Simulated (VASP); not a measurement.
Input of a VASP 6.6.1 run:

Contents of POSCAR:

```
Te2Mo
1.0
    3.5194545161      0.0000000000      0.0000000000
   -1.7597272580      3.0479370184      0.0000000000
    0.0000000000      0.0000000000      7.2144528824
Mo Te
1 2
Direct
    0.0000000000      0.0000000000      0.0000000000
    0.3333333333      0.6666666667      0.2534156080
    0.6666666667      0.3333333333      0.7465843920
```

File INCAR.step1:

```
SYSTEM = Te2Mo
PREC = Accurate ; ENCUT = 400
EDIFF = 1E-5 ; ISMEAR = -1
SIGMA = 0.02 ; LREAL = .FALSE.
LASPH = .TRUE. ; NELM = 120
ALGO = Normal ; ISIF = 2
LWAVE = .TRUE. ; LCHARG = .FALSE.
GGA = PE ; NBANDS = 20
GGA_COMPAT = .FALSE.
```

INCAR.step2

```
SYSTEM = Te2Mo
PREC = Accurate ; ENCUT = 400
EDIFF = 1E-6 ; ISMEAR = -1
SIGMA = 0.02 ; LREAL = .FALSE.
LASPH = .TRUE. ; NELM = 120
ALGO = Normal ; ISIF = 2
LWAVE = .FALSE. ; LCHARG = .FALSE.
GGA = PE ; LHFCALC = .TRUE.
AEXX = 0.4 ; HFSCREEN = 0.2078
PRECFOCK = Normal ; ISTART = 1
NBANDS = 20 ; GGA_COMPAT = .FALSE.
```

File KPOINTS:

```
regular mesh
0
G
  6 6 2
  0 0 0
```

Potentials or basis: VASP PAW PBE potentials, release 64 (Mo_sv, Te).

The run is started by

```console
$ cat potpaw_PBE.64/Mo_sv/POTCAR potpaw_PBE.64/Te/POTCAR > POTCAR
$ cp INCAR.step1 INCAR
$ mpirun -np 1 vasp_std > vasp.out
$ cp INCAR.step2 INCAR
$ mpirun -np 1 vasp_std > vasp.out
```

Question: Predict the pressure.

Answer: -4.4 GPa.

Question: Predict the band gap on the k mesh.

Answer: Zero (bands 13 and 14 overlap by 0.58 eV).

Forces on the atoms (eV/Å):
```
Mo   0.000  0.000  0.000
Te   0.000  0.000 -0.562
Te   0.000  0.000  0.562
```

Caveat: the k points lie up to 0.44 Å⁻¹ apart, too coarse for converged energies and pressures of a metal; the PAW data sets were made with another functional, which shifts forces and pressure a little; spin-orbit coupling is left out, which moves the levels of the heavy elements.
